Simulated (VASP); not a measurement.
# NbAs (I4_1md) in VASP: settings compared

Aim: see how the results for NbAs move with the level of theory and the settings. Levels: PBE, r2SCAN. Tasks: single point.

Program: VASP 6.6.1. These are calculated values, not measurements. Logs are shortened: lines on timing, memory, paths and dates and some standing lists are left out, and cuts for length are marked.

**1. The cell of the first run**

The structure is tetragonal, space group I4_1md (No. 109). The conventional cell has a = 3.473 Å, b = 3.473 Å, c = 11.758 Å, α = 90.00°, β = 90.00°, γ = 90.00°. Within 3.5 Å of Nb (site symmetry 2mm) lie 6 As at 2.63 to 2.64 Å and 8 Nb at 3.41 to 3.47 Å. Within 3.5 Å of As (site symmetry 2mm) lie 6 Nb at 2.63 to 2.64 Å and 8 As at 3.41 to 3.47 Å.

**2. Single point, PBE**

File INCAR:

```
PREC     = Accurate       # precision mode
ENCUT    = 520            # plane-wave cutoff, eV
EDIFF    = 1E-6           # SCF threshold, eV
ISMEAR   = -1             # smearing method
SIGMA    = 0.1            # smearing width, eV
LREAL    = F              # projectors in reciprocal space
LASPH    = T              # aspherical terms in the spheres
NELM     = 80             # most SCF steps
ALGO     = Normal         # electronic algorithm
ISIF     = 2              # what is computed and relaxed
LWAVE    = F              # write WAVECAR
LCHARG   = F              # write CHGCAR
GGA      = PE             # functional
NBANDS   = 26             # bands
```

File KPOINTS:

```
Automatic mesh
0
Gamma
  9 9 9
```

File POSCAR:

```
NbAs
1.0
   -1.7364410037      1.7364410037      5.8790748374
    1.7364410037     -1.7364410037      5.8790748374
    1.7364410037      1.7364410037     -5.8790748374
Nb As
2 2
Direct
   -0.0010694327     -0.0010694327      0.0000000000
    0.7489305673      0.2489305673      0.5000000000
    0.4170694327      0.4170694327      0.0000000000
    0.1670694327      0.6670694327      0.5000000000
```

Potentials or basis: VASP PAW PBE potentials, release 64 (Nb_sv, As).

On the command line:

```
$ cat potpaw_PBE.64/Nb_sv/POTCAR potpaw_PBE.64/As/POTCAR > POTCAR
$ mpirun -np 1 vasp_std > vasp.out
```

OUTCAR:

```text
PREC = Accurate
   ENCUT = 520
   EDIFF = 1E-6
   ISMEAR = -1
   LREAL = F
   LASPH = T
   NELM = 80
   ISIF = 2
   GGA = PE

 ion  position               nearest neighbor table
   1  0.999  0.999  0.000-   4 2.63   4 2.63   3 2.64   3 2.64   3 2.64   3 2.64
   2  0.749  0.249  0.500-   3 2.63   3 2.63   4 2.64   4 2.64   4 2.64   4 2.64
   3  0.417  0.417  0.000-   2 2.63   2 2.63   1 2.64   1 2.64   1 2.64   1 2.64
   4  0.167  0.667  0.500-   1 2.63   1 2.63   2 2.64   2 2.64   2 2.64   2 2.64

  LATTYP: Found a body centered tetragonal cell.
 ALAT       =     3.4728820074
 C/A-ratio  =     3.3857037612

  Lattice vectors:

 A1 = (  -1.7364410037,   1.7364410037,   5.8790748374)
 A2 = (   1.7364410037,  -1.7364410037,   5.8790748374)
 A3 = (   1.7364410037,   1.7364410037,  -5.8790748374)

Analysis of symmetry for initial positions (statically):
=====================================================================
 Subroutine PRICEL returns:
 Original cell was already a primitive cell.

 Routine SETGRP: Setting up the symmetry group for a
 body centered tetragonal supercell.

 Subroutine GETGRP returns: Found  8 space group operations
 (whereof  4 operations were pure point group operations)
 out of a pool of 16 trial point group operations.

The static configuration has the point symmetry C_2v.
 The point group associated with its full space group is C_4v.

Analysis of symmetry for dynamics (positions and initial velocities):
=====================================================================
 Subroutine PRICEL returns:
 Original cell was already a primitive cell.

 Routine SETGRP: Setting up the symmetry group for a
 body centered tetragonal supercell.

 Subroutine GETGRP returns: Found  8 space group operations
 (whereof  4 operations were pure point group operations)
 out of a pool of 16 trial point group operations.

The dynamic configuration has the point symmetry C_2v.
 The point group associated with its full space group is C_4v.

 Subroutine INISYM returns: Found  8 space group operations
 (whereof  4 operations are pure point group operations),
 and found     1 'primitive' translations

----------------------------------------------------------------------------------------

                                     Primitive cell

  volume of cell :      70.9070

  direct lattice vectors                    reciprocal lattice vectors
    -1.736441004  1.736441004  5.879074837     0.000000000  0.287945285  0.085047395
     1.736441004 -1.736441004  5.879074837     0.287945285  0.000000000  0.085047395
     1.736441004  1.736441004 -5.879074837     0.287945285  0.287945285  0.000000000

  length of vectors
     6.371340178  6.371340178  6.371340178     0.300242480  0.300242480  0.407216128

  position of ions in fractional coordinates (direct lattice)
     0.998930567  0.998930567  0.000000000
     0.748930567  0.248930567  0.500000000
     0.417069433  0.417069433  0.000000000
     0.167069433  0.667069433  0.500000000

  ion indices of the primitive-cell ions
   primitive index   ion index
                 1           1
                 2           2
                 3           3
                 4           4

----------------------------------------------------------------------------------------

 KPOINTS: Automatic mesh

Automatic generation of k-mesh.
 Grid dimensions read from file:
 generate k-points for:    9    9    9

 Generating k-lattice:

  Cartesian coordinates                     Fractional coordinates (reciprocal lattice)
     0.000000000  0.031993921  0.009449711     0.111111111  0.000000000 -0.000000000
     0.031993921  0.000000000  0.009449711     0.000000000  0.111111111 -0.000000000
     0.031993921  0.031993921  0.000000000     0.000000000  0.000000000  0.111111111

  Length of vectors
     0.033360276  0.033360276  0.045246236

  Shift w.r.t. Gamma in fractional coordinates (k-lattice)
     0.000000000  0.000000000  0.000000000

 Subroutine IBZKPT returns following result:
 ===========================================

 Found     75 irreducible k-points:

 Following reciprocal coordinates:
            Coordinates               Weight
  0.000000  0.000000  0.000000      1.000000
  0.111111  0.000000 -0.000000      8.000000
  0.222222  0.000000 -0.000000      8.000000
  0.333333  0.000000 -0.000000      8.000000
  0.444444  0.000000 -0.000000      8.000000
  0.111111  0.111111 -0.000000      8.000000
[... 16 lines left out ...]
 -0.333333  0.333333  0.000000      4.000000
  0.444444  0.444444 -0.000000      8.000000
 [... further k-points ...]
   k-points           NKPTS =     75   k-points in BZ     NKDIM =     75   number of bands    NBANDS=     26
   number of dos      NEDOS =    301   number of ions     NIONS =      4
   total plane-waves  NPLWV = 110592
   dimension x,y,z NGX =    48 NGY =   48 NGZ =   48
   dimension x,y,z NGXF=    96 NGYF=   96 NGZF=   96
   ions per type =               2   2
   NGX,Y,Z   is equivalent  to a cutoff of  12.52, 12.52, 12.52 a.u.
   NGXF,Y,Z  is equivalent  to a cutoff of  25.05, 25.05, 25.05 a.u.
 SYSTEM =  unknown system
   PREC   = accura    normal or accurate (medium, high low for compatibility)
   ISTART =      0    job   : 0-new  1-cont  2-samecut
   ICHARG =      2    charge: 1-file 2-atom 10-const
   ISPIN  =      1    spin polarized calculation?
   LNONCOLLINEAR =      F non collinear calculations
   LSORBIT =      F    spin-orbit coupling
   LASPH  =      T    aspherical Exc in radial PAW
   ENCUT  =  520.0 eV  38.22 Ry    6.18 a.u.  11.85 11.85 11.85*2*pi/ulx,y,z
   NELM   =     80;   NELMIN=  2; NELMDL= -5     # of ELM steps
   EDIFF  = 0.1E-05   stopping-criterion for ELM
   LREAL  =      F    real-space projection
[... 7 lines left out ...]
   TEBEG  =    0.0;   TEEND  =   0.0 temperature during run
   PSTRESS=    0.0 pullay stress
   NELECT =      36.0000    total number of electrons
   NUPDOWN=      -1.0000    fix difference up-down
   EMIN   =  10.00;   EMAX   =-10.00  energy-range for DOS
   EFERMI =   0.00;   METHOD = LEGACY
   ISMEAR =    -1;   SIGMA  =   0.10  broadening in eV -4-tet -1-fermi 0-gaus
   EFERMI_NEDOS =   21; number of points for ismear=-14 and -15
   IALGO  =     38    algorithm
   IMIX   =      4    mixing-type and parameters
     AMIX     =   0.40;   BMIX     =  1.00
     AMIX_MAG =   1.60;   BMIX_MAG =  1.00
  volume/ion in A,a.u.               =      17.73       119.63
  Fermi-wavevector in a.u.,A,eV,Ry     =   1.306008  2.467998 23.206887  1.705658
  Thomas-Fermi vector in A             =   2.436839
   LORBIT       =      0    0 simple, 1 ext, 2 COOP (PROOUT), +10 PAW based schemes
   GGA     = PE    functional components
   LHFCALC =     F    Hartree Fock is set to
   AEXX    =    0.0000 exact exchange contribution
   IVDW    =     0    specifies the selected vdW correction
   LEPSILON=     F    determine dielectric tensor
   LRPA    =     F    only Hartree local field effects (RPA)
 non-spin polarized calculation
  energy-cutoff  :      520.00
  volume of cell :       70.91
 maximum number of plane-waves:      1932
   NGX = 23   NGY = 23   NGZ = 23

 number of electron      35.9999999 magnetization

 Free energy of the ion-electron system (eV)
  ---------------------------------------------------
  ext. energy  EPLUGINS =         0.00000000
  ---------------------------------------------------
  free energy    TOTEN  =       -32.53862451 eV

  energy without entropy =      -32.50492143  energy(sigma->0) =      -32.52177297

 E-fermi :   9.3929     XC(G=0): -11.7569

 val. band max:        9.3718250639   @ k =  -0.1111  -0.4444   0.1111
 cond. band min:       9.4658770224   @ k =  -0.3333   0.4444   0.3333
 fundamental gap:      0.0940519586
 Fermi energy:         9.3928576692

 k-point     1 :       0.0000    0.0000    0.0000
  band No.  band energies     occupation
      1     -45.7608      2.00000
      2     -45.7351      2.00000
      3     -21.9521      2.00000
      4     -21.8624      2.00000
      5     -21.8624      2.00000
      6     -21.7175      2.00000
[... 18 lines left out ...]
     25      13.2204      0.00000
     26      13.2209      0.00000

 k-point     2 :       0.1111    0.0000   -0.0000
  band No.  band energies     occupation
      1     -45.7590      2.00000
      2     -45.7344      2.00000
      3     -21.9453      2.00000
      4     -21.8836      2.00000
      5     -21.8604      2.00000
      6     -21.7392      2.00000
[... 18 lines left out ...]
     25      13.4387      0.00000
     26      13.7019      0.00000

 k-point     3 :       0.2222    0.0000   -0.0000
  band No.  band energies     occupation
      1     -45.7541      2.00000
      2     -45.7328      2.00000
      3     -21.9582      2.00000
      4     -21.9058      2.00000
      5     -21.8550      2.00000
      6     -21.7902      2.00000
[... 18 lines left out ...]
     25      13.7020      0.00000
     26      14.6613      0.00000

 k-point     4 :       0.3333    0.0000   -0.0000
  band No.  band energies     occupation
      1     -45.7483      2.00000
      2     -45.7314      2.00000
      3     -22.0189      2.00000
      4     -21.8911      2.00000
      5     -21.8490      2.00000
      6     -21.8350      2.00000
[... 18 lines left out ...]
     25      13.6666      0.00000
     26      15.3466      0.00000
[... 496 lines left out ...]
      1     -45.7337      2.00000
      2     -45.7253      2.00000
      3     -22.0348      2.00000
      4     -21.9882      2.00000
      5     -21.8732      2.00000
      6     -21.8363      2.00000
[... 18 lines left out ...]
     25      14.3218      0.00000
     26      14.7436      0.00000

 k-point    23 :      -0.3333    0.3333    0.0000
  band No.  band energies     occupation
      1     -45.7382      2.00000
      2     -45.7255      2.00000
      3     -21.9951      2.00000
      4     -21.9941      2.00000
      5     -21.8553      2.00000
      6     -21.8371      2.00000
[... 18 lines left out ...]
     25      14.0152      0.00000
     26      15.2317      0.00000

 k-point    24 :       0.4444    0.4444   -0.0000
  band No.  band energies     occupation
      1     -45.7275      2.00000
      2     -45.7268      2.00000
      3     -22.0280      2.00000
      4     -22.0274      2.00000
      5     -21.8657      2.00000
      6     -21.8648      2.00000
[... 18 lines left out ...]
     25      14.8095      0.00000
     26      14.9861      0.00000

 [... further k-points ...]

------------------------ aborting loop because EDIFF is reached ----------------------------------------

  FORCE on cell =-STRESS in cart. coord.  units (eV):
  Direction    XX          YY          ZZ          XY          YZ          ZX
  --------------------------------------------------------------------------------------
  -------------------------------------------------------------------------------------
  Total        0.0255294      0.0255294     -0.0028947      0.0000000      0.0000000      0.0000000
  in kB        0.5768483      0.5768483     -0.0654074      0.0000000      0.0000000      0.0000000
  external PRESSURE =       0.3627631 kB  Pullay stress =       0.0000000 kB

 VOLUME and BASIS-vectors are now :
 -----------------------------------------------------------------------------
  energy-cutoff  :      520.00
  volume of cell :       70.91
      direct lattice vectors                 reciprocal lattice vectors
    -1.736441004  1.736441004  5.879074837     0.000000000  0.287945285  0.085047395
     1.736441004 -1.736441004  5.879074837     0.287945285  0.000000000  0.085047395
     1.736441004  1.736441004 -5.879074837     0.287945285  0.287945285  0.000000000

 POSITION                                       TOTAL-FORCE (eV/Angst)
 -----------------------------------------------------------------------------------
      0.00000      0.00000     11.74558        -0.000000      0.000000     -0.002958
      0.00000      1.73644      2.92696         0.000000     -0.000000     -0.002958
      0.00000      0.00000      4.90396        -0.000000     -0.000000      0.002958
      1.73644      0.00000      1.96443        -0.000000     -0.000000      0.002958
 -----------------------------------------------------------------------------------
    total drift:                               -0.000000     -0.000000      0.000196

  FREE ENERGIE OF THE ION-ELECTRON SYSTEM (eV)
  ---------------------------------------------------
  free  energy   TOTEN  =       -32.5386245126 eV

  energy  without entropy=      -32.5049214313  energy(sigma->0) =      -32.52177297
```

Run time: 8.5 min. Hardware: 1 thread of Intel Xeon 8259CL, shared host; peak memory 0.39 GiB.

What came out:

| Quantity | Value |
| --- | --- |
| Free energy | -32.5386 eV |
| Pressure | 0.0 GPa |
| Band gap on the k mesh | zero (filled and empty bands touch) |

Forces on the atoms (eV/Å):
```
Nb   0.000  0.000 -0.003
Nb   0.000  0.000 -0.003
As   0.000  0.000  0.003
As   0.000  0.000  0.003
```

(Part 1 of 2 ends here.)

The gap in the log of VASP goes by the Fermi energy; the results here count the filled bands.